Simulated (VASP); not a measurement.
# HgTe (Coloradoite) (F-43m) in VASP: a series of runs, part 2 of 2

VASP 6.6.1.

### Step 3. Vibrations by perturbation theory, PBE

Contents of INCAR:

```
SYSTEM = HgTe
ALGO = Normal ; EDIFF = 1E-8
ENCUT = 520 ; GGA = PE
IBRION = 8 ; ISIF = 2
ISMEAR = -1 ; LASPH = .TRUE.
LCHARG = .FALSE. ; LREAL = .FALSE.
LWAVE = .FALSE. ; NELM = 60
NSW = 1 ; PREC = Accurate
SIGMA = 0.05
```

Contents of KPOINTS:

```
k-points
0
G
  7 7 7
  0 0 0
```

Contents of POSCAR:

```
HgTe
1.0
    0.0000000000      3.2145000000      3.2145000000
    3.2145000000      0.0000000000      3.2145000000
    3.2145000000      3.2145000000      0.0000000000
Hg Te
1 1
Direct
    0.0000000000      0.0000000000      0.0000000000
    0.7500000000      0.7500000000      0.7500000000
```

Potentials or basis: VASP PAW PBE potentials, release 64 (Hg, Te).

Run with:

```sh
> cat potpaw_PBE.64/Hg/POTCAR potpaw_PBE.64/Te/POTCAR > POTCAR
> mpirun -np 1 vasp_std > vasp.out
```

OUTCAR:

```text
SYSTEM = HgTe
   EDIFF = 1E-8
   ENCUT = 520
   GGA = PE
   IBRION = 8
   ISIF = 2
   ISMEAR = -1
   LASPH = .TRUE.
   LREAL = .FALSE.
   NELM = 60
   NSW = 1
   PREC = Accurate

 ion  position               nearest neighbor table
   1  0.000  0.000  0.000-   2 2.78   2 2.78   2 2.78   2 2.78
   2  0.750  0.750  0.750-   1 2.78   1 2.78   1 2.78   1 2.78

  LATTYP: Found a face centered cubic cell.
 ALAT       =     6.4290000000

  Lattice vectors:

 A1 = (   0.0000000000,   3.2145000000,   3.2145000000)
 A2 = (   3.2145000000,   0.0000000000,   3.2145000000)
 A3 = (   3.2145000000,   3.2145000000,   0.0000000000)

Analysis of symmetry for initial positions (statically):
=====================================================================
 Subroutine PRICEL returns:
 Original cell was already a primitive cell.

[... 543 lines left out ...]

 INTERNAL STRAIN TENSOR  FOR ION    2  DIRECTION 1   (eV/Angst):
 -----------------------------------------------------------------------------
     0.00264  0.00000  0.00000
     0.00000  0.00486  6.85594
     0.00000  6.85594  0.00486

 INTERNAL STRAIN TENSOR FOR ION    2 for displacements in x,y,z  (eV/Angst):
          X           Y           Z          XY          YZ          ZX
  --------------------------------------------------------------------------------
  x     0.00000    -0.00000    -0.00000     0.00000     6.85594     0.00000
  y     0.00000     0.00000     0.00000     0.00000     0.00000     6.85594
  z    -0.00000    -0.00000     0.00000     6.85594     0.00000     0.00000

 SECOND DERIVATIVES (NOT SYMMETRIZED)
 ------------------------------------
               1X          1Y          1Z          2X          2Y          2Z
  1X    -4.351119    0.000000    0.000000    4.351119    0.000000    0.000000
  1Y     0.000000   -4.351119    0.000000    0.000000    4.351119    0.000000
  1Z     0.000000    0.000000   -4.351119    0.000000    0.000000    4.351119
  2X     4.349393    0.000000    0.000000   -4.349393    0.000000    0.000000
  2Y     0.000000    4.349393    0.000000    0.000000   -4.349393    0.000000
  2Z     0.000000    0.000000    4.349393    0.000000    0.000000   -4.349393

 Eigenvectors and eigenvalues of the dynamical matrix
 ----------------------------------------------------

   1 f  =    3.692166 THz    23.198565 2PiTHz  123.157413 cm-1    15.269566 meV
             X         Y         Z           dx          dy          dz
      0.000000  0.000000  0.000000    -0.392167   -0.458428   -0.157933
      4.821750  4.821750  4.821750     0.491602    0.574664    0.197978
[... 21 lines left out ...]
   6 f/i=    0.000357 THz     0.002244 2PiTHz    0.011911 cm-1     0.001477 meV
             X         Y         Z           dx          dy          dz
      0.000000  0.000000  0.000000    -0.023128    0.521410   -0.581982
      4.821750  4.821750  4.821750    -0.018450    0.415946   -0.464265

--------------------------------------------------------------------------------------------------------

 ELASTIC MODULI CONTR FROM IONIC RELAXATION (kBar)
 Direction    XX          YY          ZZ          XY          YZ          ZX
 --------------------------------------------------------------------------------
 XX          -0.0000     -0.0000     -0.0000      0.0000     -0.0000     -0.0000
 YY          -0.0000     -0.0000     -0.0000      0.0000      0.0000     -0.0000
 ZZ          -0.0000     -0.0000     -0.0000      0.0000      0.0000     -0.0000
 XY           0.0000      0.0000      0.0000   -270.9517     -0.0000     -0.0000
 YZ          -0.0000      0.0000      0.0000     -0.0000   -270.9517      0.0000
 ZX          -0.0000     -0.0000     -0.0000     -0.0000      0.0000   -270.9517
 --------------------------------------------------------------------------------
```

OSZICAR:

```text
N       E                     dE             d eps       ncg     rms          rms(c)
DAV:   1     0.107742431885E+03    0.10774E+03   -0.82753E+03   536   0.120E+03
DAV:   2     0.901218556559E+00   -0.10684E+03   -0.10010E+03   565   0.263E+02
DAV:   3    -0.372099444033E+01   -0.46222E+01   -0.45959E+01   660   0.568E+01
DAV:   4    -0.376706806597E+01   -0.46074E-01   -0.46064E-01   696   0.525E+00
DAV:   5    -0.376752294529E+01   -0.45488E-03   -0.45488E-03   630   0.406E-01    0.796E+00
[... 42 lines left out ...]
RMM:   8    -0.479198402230E-01   -0.89114E-06    0.18378E-08  2749   0.426E-04    0.761E-05
RMM:   9    -0.479199995374E-01   -0.15931E-06   -0.32462E-09  2515   0.152E-04    0.308E-05
RMM:  10    -0.479200524350E-01   -0.52898E-07    0.46388E-09  2822   0.526E-05    0.108E-05
RMM:  11    -0.479200721071E-01   -0.19672E-07    0.19433E-08  2903   0.143E-05    0.111E-06
RMM:  12    -0.479200702806E-01    0.18265E-08    0.85010E-09  2504   0.406E-06    0.658E-07
 Linear response finished
```

stdout:

```text
POSCAR found type information on POSCAR HgTe
 POSCAR found :  2 types and       2 ions
 scaLAPACK will be used
 LDA part: xc-table for (Slater+PW92), standard interpolation
 POSCAR, INCAR and KPOINTS ok, starting setup
 FFT: planning ... GRIDC
 FFT: planning ... GRID_SOFT
 FFT: planning ... GRID
 WAVECAR not read
 entering main loop
 Linear response reoptimize wavefunctions to high precision
 Linear response DOF=           2
 Linear response progress:
 first order change of Fermi-energy  -0.96324E-04
 force on displaced ion       1 direction 1 :  -4.351  -0.000  -0.000
 Linear response progress:
 first order change of Fermi-energy   0.36261E-03
 force on displaced ion       2 direction 1 :  -4.349  -0.000  -0.000
 Linear response finished
```

Wall time 2.4 min (1 thread of Intel Xeon Platinum 8559C (Emerald Rapids), shared host); peak memory 0.33 GiB.

Results:

| Item | Value |
| --- | --- |
| Highest phonon frequency at Γ, LO-TO splitting left out | 123 cm⁻¹ |

Phonon frequencies in cm⁻¹ (negative: imaginary):
```tsv
q point	frequencies
(0.000, 0.000, 0.000)	0 0 0 123 123 123
```

Caveat: the cell wasn't relaxed at this level first, which shifts response properties; spin-orbit coupling is left out, which moves the levels of the heavy elements.
